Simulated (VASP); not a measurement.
# Cs (P4_132) in VASP: single point with PBE

Aim: the single point of Cs with PBE.

Everything below comes from runs of VASP 6.6.1. Logs are shortened: lines on timing, memory, paths and dates and some standing lists are left out, and cuts for length are marked.

### 1 The cell of the first run

The structure is cubic, space group P4_132 (No. 213). Conventional cell: a = 13.368 Å, b = 13.368 Å, c = 13.368 Å, α = 90.00°, β = 90.00°, γ = 90.00°.

### 2 Single point, PBE

File INCAR:

```
PREC = Accurate
ENCUT = 500
EDIFF = 1E-6
ISMEAR = 0
SIGMA = 0.1
LREAL = F
LASPH = T
NELM = 120
ALGO = Normal
ISIF = 2
LWAVE = F
LCHARG = T
GGA = PE
LVHAR = T
NBANDS = 106
GGA_COMPAT = F
KPAR = 4
```

File KPOINTS:

```
regular mesh
0
Gamma
  4 4 4
```

File POSCAR:

```
Cs
1.0
   13.3680530195      0.0000000000      0.0000000000
    0.0000000000     13.3680530195      0.0000000000
    0.0000000000      0.0000000000     13.3680530195
Cs
20
Direct
    0.8750000000      0.7024733976      0.0475266024
    0.0615195828      0.0615195828      0.0615195828
    0.2024733976      0.4524733976      0.1250000000
    0.8115195828      0.3115195828      0.1884804172
    0.4524733976      0.1250000000      0.2024733976
    0.5475266024      0.6250000000      0.2975266024
    0.1884804172      0.8115195828      0.3115195828
    0.7975266024      0.9524733976      0.3750000000
    0.9384804172      0.5615195828      0.4384804172
    0.1250000000      0.2024733976      0.4524733976
    0.6250000000      0.2975266024      0.5475266024
    0.4384804172      0.9384804172      0.5615195828
    0.2975266024      0.5475266024      0.6250000000
    0.6884804172      0.6884804172      0.6884804172
    0.0475266024      0.8750000000      0.7024733976
    0.9524733976      0.3750000000      0.7975266024
    0.3115195828      0.1884804172      0.8115195828
    0.7024733976      0.0475266024      0.8750000000
    0.5615195828      0.4384804172      0.9384804172
    0.3750000000      0.7975266024      0.9524733976
```

Potentials or basis: VASP PAW PBE potentials, release 64 (Cs_sv).

Run with:

```console
> cat potpaw_PBE.64/Cs_sv/POTCAR > POTCAR
> mpirun -np 4 vasp_std > vasp.out
```

OUTCAR:

```text
PREC = Accurate
   ENCUT = 500
   EDIFF = 1E-6
   ISMEAR = 0
   LREAL = F
   LASPH = T
   NELM = 120
   ISIF = 2
   GGA = PE

 ion  position               nearest neighbor table
   1  0.875  0.702  0.048-
   2  0.062  0.062  0.062-
   3  0.202  0.452  0.125-
   4  0.812  0.312  0.188-
   5  0.452  0.125  0.202-
   6  0.548  0.625  0.298-
[... 12 lines left out ...]
  19  0.562  0.438  0.938-
  20  0.375  0.798  0.952-

  LATTYP: Found a simple cubic cell.
 ALAT       =    13.3680530195

  Lattice vectors:

 A1 = (  13.3680530195,   0.0000000000,   0.0000000000)
 A2 = (   0.0000000000,  13.3680530195,   0.0000000000)
 A3 = (   0.0000000000,   0.0000000000,  13.3680530195)

Analysis of symmetry for initial positions (statically):
=====================================================================
 Subroutine PRICEL returns:
 Original cell was already a primitive cell.

 Routine SETGRP: Setting up the symmetry group for a
 simple cubic supercell.

 Subroutine GETGRP returns: Found 24 space group operations
 (whereof  3 operations were pure point group operations)
 out of a pool of 48 trial point group operations.

The static configuration has the point symmetry C_3 .
 The point group associated with its full space group is O   .

Analysis of symmetry for dynamics (positions and initial velocities):
=====================================================================
 Subroutine PRICEL returns:
 Original cell was already a primitive cell.

 Routine SETGRP: Setting up the symmetry group for a
 simple cubic supercell.

 Subroutine GETGRP returns: Found 24 space group operations
 (whereof  3 operations were pure point group operations)
 out of a pool of 48 trial point group operations.

The dynamic configuration has the point symmetry C_3 .
 The point group associated with its full space group is O   .

 Subroutine INISYM returns: Found 24 space group operations
 (whereof  3 operations are pure point group operations),
 and found     1 'primitive' translations

----------------------------------------------------------------------------------------

                                     Primitive cell

  volume of cell :    2388.9358

  direct lattice vectors                    reciprocal lattice vectors
    13.368053019  0.000000000  0.000000000     0.074805209  0.000000000  0.000000000
     0.000000000 13.368053019  0.000000000     0.000000000  0.074805209  0.000000000
     0.000000000  0.000000000 13.368053019     0.000000000  0.000000000  0.074805209

  length of vectors
    13.368053019 13.368053019 13.368053019     0.074805209  0.074805209  0.074805209

  position of ions in fractional coordinates (direct lattice)
     0.875000000  0.702473398  0.047526602
     0.061519583  0.061519583  0.061519583
     0.202473398  0.452473398  0.125000000
     0.811519583  0.311519583  0.188480417
     0.452473398  0.125000000  0.202473398
     0.547526602  0.625000000  0.297526602
[... 12 lines left out ...]
     0.561519583  0.438480417  0.938480417
     0.375000000  0.797526602  0.952473398

  ion indices of the primitive-cell ions
   primitive index   ion index
                 1           1
                 2           2
                 3           3
                 4           4
                 5           5
                 6           6
[... 12 lines left out ...]
                19          19
                20          20

----------------------------------------------------------------------------------------

 KPOINTS: regular mesh

Automatic generation of k-mesh.
 Grid dimensions read from file:
 generate k-points for:    4    4    4

 Generating k-lattice:

  Cartesian coordinates                     Fractional coordinates (reciprocal lattice)
     0.018701302  0.000000000  0.000000000     0.250000000  0.000000000  0.000000000
     0.000000000  0.018701302  0.000000000     0.000000000  0.250000000  0.000000000
     0.000000000  0.000000000  0.018701302     0.000000000  0.000000000  0.250000000

  Length of vectors
     0.018701302  0.018701302  0.018701302

  Shift w.r.t. Gamma in fractional coordinates (k-lattice)
     0.000000000  0.000000000  0.000000000

 Subroutine IBZKPT returns following result:
 ===========================================

 Found     10 irreducible k-points:

 Following reciprocal coordinates:
            Coordinates               Weight
  0.000000  0.000000  0.000000      1.000000
  0.250000  0.000000  0.000000      6.000000
  0.500000  0.000000  0.000000      3.000000
  0.250000  0.250000  0.000000     12.000000
  0.500000  0.250000  0.000000     12.000000
  0.500000  0.500000  0.000000      3.000000
  0.250000  0.250000  0.250000      8.000000
  0.500000  0.250000  0.250000     12.000000
  0.500000  0.500000  0.250000      6.000000
  0.500000  0.500000  0.500000      1.000000
   k-points           NKPTS =     10   k-points in BZ     NKDIM =     10   number of bands    NBANDS=    106
   number of dos      NEDOS =    301   number of ions     NIONS =     20
   total plane-waves  NPLWV = 941192
   dimension x,y,z NGX =    98 NGY =   98 NGZ =   98
   dimension x,y,z NGXF=   196 NGYF=  196 NGZF=  196
   ions per type =              20
   NGX,Y,Z   is equivalent  to a cutoff of  12.19, 12.19, 12.19 a.u.
   NGXF,Y,Z  is equivalent  to a cutoff of  24.37, 24.37, 24.37 a.u.
 SYSTEM =  unknown system
   PREC   = accura    normal or accurate (medium, high low for compatibility)
   ISTART =      0    job   : 0-new  1-cont  2-samecut
   ICHARG =      2    charge: 1-file 2-atom 10-const
   ISPIN  =      1    spin polarized calculation?
   LNONCOLLINEAR =      F non collinear calculations
   LSORBIT =      F    spin-orbit coupling
   LASPH  =      T    aspherical Exc in radial PAW
   ENCUT  =  500.0 eV  36.75 Ry    6.06 a.u.  24.37 24.37 24.37*2*pi/ulx,y,z
   NELM   =    120;   NELMIN=  2; NELMDL= -5     # of ELM steps
   EDIFF  = 0.1E-05   stopping-criterion for ELM
   LREAL  =      F    real-space projection
   EDIFFG = 0.1E-04   stopping-criterion for IOM
   NSW    =      0    number of steps for IOM
   IBRION =     -1    ionic relax: 0-MD 1-quasi-New 2-CG
   NFREE  =      0    steps in history (QN), initial steepest desc. (CG)
   ISIF   =      2    stress and relaxation
   ISYM   =      2    0-nonsym 1-usesym 2-fastsym
   POTIM  = 0.5000    time-step for ionic-motion
   TEBEG  =    0.0;   TEEND  =   0.0 temperature during run
   PSTRESS=    0.0 pullay stress
   NELECT =     180.0000    total number of electrons
   NUPDOWN=      -1.0000    fix difference up-down
   EMIN   =  10.00;   EMAX   =-10.00  energy-range for DOS
   EFERMI =   0.00;   METHOD = LEGACY
   ISMEAR =     0;   SIGMA  =   0.10  broadening in eV -4-tet -1-fermi 0-gaus
   EFERMI_NEDOS =   21; number of points for ismear=-14 and -15
   IALGO  =     38    algorithm
   IMIX   =      4    mixing-type and parameters
     AMIX     =   0.40;   BMIX     =  1.00
     AMIX_MAG =   1.60;   BMIX_MAG =  1.00
  volume/ion in A,a.u.               =     119.45       806.07
  Fermi-wavevector in a.u.,A,eV,Ry     =   0.691455  1.306661  6.505089  0.478111
  Thomas-Fermi vector in A             =   1.773111
   LORBIT       =      0    0 simple, 1 ext, 2 COOP (PROOUT), +10 PAW based schemes
   GGA     = PE    functional components
   LHFCALC =     F    Hartree Fock is set to
   AEXX    =    0.0000 exact exchange contribution
   IVDW    =     0    specifies the selected vdW correction
   LEPSILON=     F    determine dielectric tensor
   LRPA    =     F    only Hartree local field effects (RPA)
 non-spin polarized calculation
 Gauss-broadening in eV      SIGMA  =   0.10
  energy-cutoff  :      500.00
  volume of cell :     2388.94
 maximum number of plane-waves:     60941
 NGX is ok and might be reduce to    98
   NGX = 49   NGY = 49   NGZ = 49

 number of electron     179.9999995 magnetization

 Free energy of the ion-electron system (eV)
  ---------------------------------------------------
  ext. energy  EPLUGINS =         0.00000000
  ---------------------------------------------------
  free energy    TOTEN  =       -16.86451506 eV

  energy without entropy =      -16.72498686  energy(sigma->0) =      -16.79475096

 E-fermi :   0.3694     XC(G=0):  -5.3038

 val. band max:        0.3556560534   @ k =   0.5000   0.2500   0.0000
 cond. band min:       0.3818242256   @ k =   0.5000   0.2500   0.0000
 fundamental gap:      0.0261681722
 Fermi energy:         0.3694352447

 k-point     1 :       0.0000    0.0000    0.0000
  band No.  band energies     occupation
      1     -23.5186      2.00000
      2     -23.5146      2.00000
      3     -23.5146      2.00000
      4     -23.5146      2.00000
      5     -23.5115      2.00000
      6     -23.5115      2.00000
[... 94 lines left out ...]
    101       1.1729      0.00000
    102       1.1734      0.00000

 k-point     2 :       0.2500    0.0000    0.0000
  band No.  band energies     occupation
      1     -23.5182      2.00000
      2     -23.5159      2.00000
      3     -23.5143      2.00000
      4     -23.5134      2.00000
      5     -23.5127      2.00000
      6     -23.5118      2.00000
[... 94 lines left out ...]
    101       1.0941      0.00000
    102       1.1125      0.00000

 k-point     3 :       0.5000    0.0000    0.0000
  band No.  band energies     occupation
      1     -23.5172      2.00000
      2     -23.5172      2.00000
      3     -23.5137      2.00000
      4     -23.5137      2.00000
      5     -23.5124      2.00000
      6     -23.5124      2.00000
[... 94 lines left out ...]
    101       1.1476      0.00000
    102       1.1476      0.00000

 k-point     4 :       0.2500    0.2500    0.0000
  band No.  band energies     occupation
      1     -23.5179      2.00000
      2     -23.5161      2.00000
      3     -23.5147      2.00000
      4     -23.5134      2.00000
      5     -23.5127      2.00000
      6     -23.5114      2.00000
[... 94 lines left out ...]
    101       1.1372      0.00000
    102       1.1888      0.00000

 k-point     5 :       0.5000    0.2500    0.0000
  band No.  band energies     occupation
      1     -23.5170      2.00000
      2     -23.5170      2.00000
      3     -23.5143      2.00000
      4     -23.5143      2.00000
      5     -23.5118      2.00000
      6     -23.5118      2.00000
[... 94 lines left out ...]
    101       1.1389      0.00000
    102       1.1390      0.00000

 k-point     6 :       0.5000    0.5000    0.0000
  band No.  band energies     occupation
      1     -23.5167      2.00000
      2     -23.5167      2.00000
      3     -23.5149      2.00000
      4     -23.5149      2.00000
      5     -23.5114      2.00000
      6     -23.5114      2.00000
[... 94 lines left out ...]
    101       1.2533      0.00000
    102       1.2533      0.00000

 k-point     7 :       0.2500    0.2500    0.2500
  band No.  band energies     occupation
      1     -23.5176      2.00000
      2     -23.5162      2.00000
      3     -23.5150      2.00000
      4     -23.5139      2.00000
      5     -23.5122      2.00000
      6     -23.5112      2.00000
[... 94 lines left out ...]
    101       1.1609      0.00000
    102       1.2127      0.00000

 k-point     8 :       0.5000    0.2500    0.2500
  band No.  band energies     occupation
      1     -23.5168      2.00000
      2     -23.5168      2.00000
      3     -23.5147      2.00000
      4     -23.5147      2.00000
      5     -23.5115      2.00000
      6     -23.5115      2.00000
[... 94 lines left out ...]
    101       1.2296      0.00000
    102       1.2298      0.00000

 k-point     9 :       0.5000    0.5000    0.2500
  band No.  band energies     occupation
      1     -23.5165      2.00000
      2     -23.5165      2.00000
      3     -23.5152      2.00000
      4     -23.5152      2.00000
      5     -23.5111      2.00000
      6     -23.5111      2.00000
[... 94 lines left out ...]
    101       1.2353      0.00000
    102       1.2384      0.00000

 k-point    10 :       0.5000    0.5000    0.5000
  band No.  band energies     occupation
      1     -23.5159      2.00000
      2     -23.5159      2.00000
      3     -23.5159      2.00000
      4     -23.5159      2.00000
      5     -23.5106      2.00000
      6     -23.5106      2.00000
[... 94 lines left out ...]
    101       1.1949      0.00000
    102       1.1955      0.00000
 [bands above 102 left out]

------------------------ aborting loop because EDIFF is reached ----------------------------------------

  FORCE on cell =-STRESS in cart. coord.  units (eV):
  Direction    XX          YY          ZZ          XY          YZ          ZX
  --------------------------------------------------------------------------------------
  -------------------------------------------------------------------------------------
  Total       -0.0102995     -0.0102995     -0.0102995      0.0000000      0.0000000     -0.0000000
  in kB       -0.0069075     -0.0069075     -0.0069075      0.0000000      0.0000000     -0.0000000
  external PRESSURE =      -0.0069075 kB  Pullay stress =       0.0000000 kB

 VOLUME and BASIS-vectors are now :
 -----------------------------------------------------------------------------
  energy-cutoff  :      500.00
  volume of cell :     2388.94
      direct lattice vectors                 reciprocal lattice vectors
    13.368053019  0.000000000  0.000000000     0.074805209  0.000000000  0.000000000
     0.000000000 13.368053019  0.000000000     0.000000000  0.074805209  0.000000000
     0.000000000  0.000000000 13.368053019     0.000000000  0.000000000  0.074805209

 POSITION                                       TOTAL-FORCE (eV/Angst)
 -----------------------------------------------------------------------------------
     11.69705      9.39070      0.63534        -0.000000      0.000382     -0.000382
      0.82240      0.82240      0.82240        -0.001077     -0.001077     -0.001077
      2.70668      6.04869      1.67101         0.000382      0.000382     -0.000000
     10.84844      4.16441      2.51962        -0.001077     -0.001077      0.001077
      6.04869      1.67101      2.70668         0.000382     -0.000000      0.000382
      7.31936      8.35503      3.97735        -0.000382     -0.000000     -0.000382
[... 12 lines left out ...]
      7.50642      5.86163     12.54566        -0.001077      0.001077      0.001077
      5.01302     10.66138     12.73271         0.000000     -0.000382      0.000382
 -----------------------------------------------------------------------------------
    total drift:                               -0.000000      0.000000     -0.000000

  FREE ENERGIE OF THE ION-ELECTRON SYSTEM (eV)
  ---------------------------------------------------
  free  energy   TOTEN  =       -16.8645150606 eV

  energy  without entropy=      -16.7249868642  energy(sigma->0) =      -16.79475096
```

Run time: 23 min. Hardware: 4 MPI ranks of Intel Xeon Platinum 8488C (Sapphire Rapids), shared host; peak memory 2.5 GiB.

Results:

```
Free energy            : -16.8645 eV
Pressure               : 0.0 GPa
Band gap on the k mesh : zero (band 90 reaches 0.75 eV, above the bottom of band 91 at 0.24 eV)
```

Levels at points of the mesh, in eV from the Fermi level:
| k point | band 86 | band 87 | band 88 | band 89 | band 90 | band 91 | band 92 | band 93 | band 94 | band 95 |
| --- | --- | --- | --- | --- | --- | --- | --- | --- | --- | --- |
| (0.00, 0.00, 0.00) | -0.56 | -0.56 | 0.08 | 0.08 | 0.08 | 0.15 | 0.15 | 0.15 | 0.19 | 0.22 |
| (0.50, 0.00, 0.00) | -0.43 | -0.39 | -0.39 | -0.32 | -0.32 | 0.14 | 0.14 | 0.20 | 0.20 | 0.29 |
| (0.50, 0.50, 0.00) | -0.23 | -0.23 | -0.23 | -0.20 | -0.20 | -0.13 | -0.13 | 0.30 | 0.30 | 0.34 |
| (0.50, 0.50, 0.50) | -0.79 | -0.79 | -0.79 | 0.38 | 0.38 | 0.38 | 0.38 | 0.40 | 0.40 | 0.40 |

Caveat: spin-orbit coupling is left out, which moves the levels of the heavy elements.
